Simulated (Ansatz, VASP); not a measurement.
AgRh in VASP and in Ansatz

Contents of INCAR:

```
SYSTEM = AgRh
ALGO     = Fast           ! electronic algorithm
EDIFF    = 1E-6           ! SCF threshold, eV
ENCUT    = 520            ! plane-wave cutoff, eV
GGA      = CA             ! functional
ISIF     = 2              ! what is computed and relaxed
ISMEAR   = -1             ! smearing method
LASPH    = .TRUE.         ! aspherical terms in the spheres
LCHARG   = .FALSE.        ! write CHGCAR
LREAL    = .FALSE.        ! projectors in reciprocal space
LWAVE    = .FALSE.        ! write WAVECAR
NBANDS   = 20             ! bands
NELM     = 100            ! most SCF steps
PREC     = Accurate       ! precision mode
SIGMA    = 0.05           ! smearing width, eV
```

The input KPOINTS:

```
k-points
0
G
  6 6 3
  0 0 0
```

Contents of POSCAR:

```
AgRh
1.0
    2.7775881998      0.0000000000      0.0000000000
   -1.3887940999      2.4054619423      0.0000000000
    0.0000000000      0.0000000000      4.8086020000
Ag Rh
1 1
Direct
    0.0000000000      0.0000000000      0.5000000000
    0.6666666667      0.3333333333      0.0000000000
```

The input input.yaml:

```yaml
crystal:
  lattice:
    - [2.7775881998, 0.0, 0.0]
    - [-1.3887940999, 2.4054619423, 0.0]
    - [0.0, 0.0, 4.808602]
  atoms:
    - { symbol: Ag, position: [0.0, 0.0, 0.5] }
    - { symbol: Rh, position: [0.6666666667, 0.3333333333, 0.0] }
hamiltonian:
  xc: lda
  pseudopotentials: { kind: paw }
kpoints:
  mp_grid: { grid: [6, 6, 3] }
  band_path:
    path:
      - [[0.0, 0.0, 0.0], [0.5, 0.0, 0.0], [0.3333333333, 0.3333333333, 0.0], [0.0, 0.0, 0.0], [0.0, 0.0, 0.5], [0.5, 0.0, 0.5], [0.3333333333, 0.3333333333, 0.5], [0.0, 0.0, 0.5]]
      - [[0.5, 0.0, 0.5], [0.5, 0.0, 0.0]]
      - [[0.3333333333, 0.3333333333, 0.0], [0.3333333333, 0.3333333333, 0.5]]
    npoints: 14
scf:
  occupations: { method: fermi_dirac, width: 0.05 }
  n_extra_bands: 6
output:
  forces: true
  stress: true
  eigenvalues: true
  fatbands: true
```

Alike in both runs: functional LDA; k mesh 6 × 6 × 3; occupations fermi-dirac, width 0.05 eV; no spin polarisation.

|  | VASP | Ansatz |
| --- | --- | --- |
| version | VASP 6.6.1 | Ansatz 0.2.0 |
| potentials or method | VASP PAW LDA potentials, release 64 (Ag, Rh_pv) | Ansatz PAW |
| plane-wave cutoff (eV) | 520 | 420 |
| valence electrons in the cell | 26 | 36 |
| task | single point | band structure |

|  | VASP | Ansatz | Ansatz less VASP |
| --- | --- | --- | --- |
| gap on the k mesh at the Fermi level (eV) | none | none | - |
| pressure (GPa) | -15.0 | -15.3 | -0.31 |
| traceless stress, the component that is largest in VASP (GPa) | 1.11 | 1.14 | +0.026 |

LDA's correlation is that of Perdew and Zunger in VASP and of Perdew and Wang (1992) in Ansatz. A gap of «none» marks a metal or a gap that the smearing closes. VASP's potentials hold 26 valence electrons a cell and Ansatz's 36, so a difference there can come from the potentials and not from the codes.

The k mesh is coarse, so the values compare programs but aren't converged.
